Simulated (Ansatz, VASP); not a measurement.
**BaTiO3: VASP beside Ansatz**

POSCAR

```
BaTiO3
1.0
    2.8482561200      1.6444414400      2.3355603300
   -2.8482561200      1.6444414400      2.3355603300
    0.0000000000     -3.2888828800      2.3355603300
Ba Ti O
1 1 3
Direct
    0.0001460400      0.0001460400      0.0001460400
    0.5001460400      0.5001460400      0.5001460400
    0.5001460400      1.0001460400      0.5001460400
    0.5001460400      0.5001460400      1.0001460400
    1.0001460400      0.5001460400      0.5001460400
```

The input INCAR.step1:

```
SYSTEM = BaTiO3
PREC = Accurate ; ENCUT = 660
ISMEAR = 0 ; SIGMA = 0.1
LREAL = .False. ; LASPH = .True.
NELM = 120 ; NBANDS = 28
GGA = PE ; ALGO = Normal
EDIFF = 1E-5 ; LWAVE = .True.
LCHARG = .False. ; GGA_COMPAT = .False.
```

The input INCAR.step2:

```
SYSTEM = BaTiO3
PREC = Accurate ; ENCUT = 660
EDIFF = 1E-6 ; ISMEAR = 0
SIGMA = 0.1 ; LREAL = .False.
LASPH = .True. ; NELM = 120
ALGO = Normal ; ISIF = 2
LWAVE = .False. ; LCHARG = .False.
METAGGA = R2SCAN ; LMIXTAU = .True.
NBANDS = 28 ; ISTART = 1
GGA_COMPAT = .False.
```

KPOINTS

```
Automatic mesh
0
Gamma
  6 6 6
  0 0 0
```

Input for Ansatz:

```yaml
crystal:
  lattice:
    - [2.84825612, 1.64444144, 2.33556033]
    - [-2.84825612, 1.64444144, 2.33556033]
    - [0.0, -3.28888288, 2.33556033]
  atoms:
    - { symbol: Ba, position: [0.00014604, 0.00014604, 0.00014604] }
    - { symbol: Ti, position: [0.50014604, 0.50014604, 0.50014604] }
    - { symbol: O, position: [0.50014604, 1.00014604, 0.50014604] }
    - { symbol: O, position: [0.50014604, 0.50014604, 1.00014604] }
    - { symbol: O, position: [1.00014604, 0.50014604, 0.50014604] }
basis:
  ecutwfc: 500
kpoints:
  mp_grid: { grid: [6, 6, 6] }
hamiltonian:
  xc: r2scan
scf:
  occupations: { method: gaussian, width: 0.1 }
output:
  forces: true
  stress: true
  eigenvalues: true
```

Alike in both runs: task single point; functional r2SCAN; k mesh 6 × 6 × 6; occupations gaussian, width 0.1 eV; no spin polarisation.

|  | VASP | Ansatz |
| --- | --- | --- |
| version | VASP 6.6.1 | Ansatz 0.2.0 |
| potentials or method | VASP PAW PBE potentials, release 64 (Ba_sv, Ti_sv, O), cutoff 660 eV | scalar-relativistic, plane waves, PAW |
| valence electrons in the cell | 40 | 40 |

Ansatz gave:

```
gap on the k mesh at the Fermi level (eV)                     : 2.09
least direct gap on the mesh (eV)                             : 2.22
pressure (GPa)                                                : -5.0
traceless stress, the component that is largest in VASP (GPa) : -0.72
```

Estimate VASP's values.

gap on the k mesh at the Fermi level (eV): 2.07; least direct gap on the mesh (eV): 2.24; pressure (GPa): -3.4; traceless stress, the component that is largest in VASP (GPa): -0.74.

VASP's potentials were made for PBE, not for r2SCAN.

Spin-orbit coupling is off throughout.
